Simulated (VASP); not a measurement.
## VO2: single point with r2SCAN

The system is VO2.

```
CELL_PARAMETERS angstrom
4.49130 0.00000 0.00000
0.00000 4.49130 0.00000
0.00000 0.00000 2.80557
ATOMIC_POSITIONS crystal
V 0.00000 0.00000 0.00000
V 0.50000 0.50000 0.50000
O 0.29899 0.29899 0.00000
O 0.20101 0.79899 0.50000
O 0.70101 0.70101 0.00000
O 0.79899 0.20101 0.50000
```

| Quantity | Value |
| --- | --- |
| Program | VASP 6.6.1 |
| Task | single point |
| Functional | r2SCAN |
| Potentials or basis | VASP PAW PBE potentials, release 64 (V_sv, O) |
| Cutoff | 660 eV |
| k mesh | 8 × 8 × 12 |
| Occupations | gaussian, width 0.1 eV |
| Spin | collinear spin, ferromagnetic start |
| Starting moments | [0.98, 0.98, 0.0, 0.0, 0.0, 0.0] μB |

```yaml
Pressure: 9.1 GPa
Largest_force: 0.040 eV/Å
Band_gap_on_the_k_mesh: zero (filled and empty bands overlap)
Net_moment: 2.00 μB per cell
Site_moments: V +1.10; O -0.07 μB
Valence_electrons_inside_the_program's_atomic_spheres: V 11.57; O 5.11
```

Forces on the atoms (eV/Å):
```
V    0.000  0.000  0.000
V    0.000  0.000  0.000
O   -0.028 -0.028  0.000
O    0.028 -0.028  0.000
O    0.028  0.028  0.000
O   -0.028  0.028  0.000
```

Stress tensor (GPa, compression positive):
```
8.86 0.00 0.00
0.00 8.86 0.00
0.00 0.00 9.47
```

Levels at points of the mesh, in eV from the Fermi level:
Spin up:
| k point | band 23 | band 24 | band 25 | band 26 | band 27 | band 28 | band 29 | band 30 |
| --- | --- | --- | --- | --- | --- | --- | --- | --- |
| (0.00, 0.00, 0.00) | -2.07 | -1.53 | -1.09 | -0.71 | -0.47 | -0.47 | -0.21 | 2.19 |
| (0.50, 0.00, 0.00) | -2.32 | -2.32 | -0.31 | -0.31 | 0.25 | 0.25 | 1.17 | 1.17 |
| (0.50, 0.50, 0.00) | -2.94 | -2.94 | -1.02 | -1.02 | -0.44 | -0.44 | 1.61 | 1.61 |
| (0.00, 0.00, 0.50) | -3.33 | -3.33 | 0.58 | 0.58 | 0.70 | 0.70 | 1.08 | 1.08 |
| (0.50, 0.00, 0.50) | -2.71 | -2.71 | -0.88 | -0.88 | 0.69 | 0.69 | 1.46 | 1.46 |
| (0.50, 0.50, 0.50) | -2.36 | -2.36 | 0.22 | 0.22 | 0.41 | 0.41 | 0.69 | 0.69 |
Spin down:
```csv
k point,band 20,band 21,band 22,band 23,band 24,band 25,band 26,band 27,band 28,band 29
"(0.00, 0.00, 0.00)",-3.82,-2.38,-2.24,-2.24,-1.67,0.61,0.65,1.24,1.54,1.54
"(0.50, 0.00, 0.00)",-5.19,-3.40,-3.40,-2.51,-2.51,1.26,1.26,2.18,2.18,2.48
"(0.50, 0.50, 0.00)",-4.17,-3.08,-3.08,-3.07,-3.07,0.55,0.55,1.56,1.56,2.79
"(0.00, 0.00, 0.50)",-5.04,-4.33,-4.33,-3.35,-3.35,1.89,1.89,2.31,2.31,2.60
"(0.50, 0.00, 0.50)",-4.41,-3.89,-3.89,-2.92,-2.92,0.80,0.80,2.29,2.29,2.80
"(0.50, 0.50, 0.50)",-5.00,-3.19,-3.19,-2.46,-2.46,1.53,1.53,2.09,2.09,2.34
```

Wall time 4.6 min on 4 MPI ranks on AMD EPYC 9R45 96-Core Processor (Zen 5) (shared host), peak memory 0.52 GiB a rank.

Caveat: the cell stands under pressure; the PAW data sets were made with another functional, which shifts forces and pressure a little; semilocal functionals often make such compounds metallic where correlation or magnetic order opens a gap, which also shifts bond lengths. With open d or f shells a metallic result of r2SCAN can be an artefact of self-interaction; +U or a hybrid may open a gap.
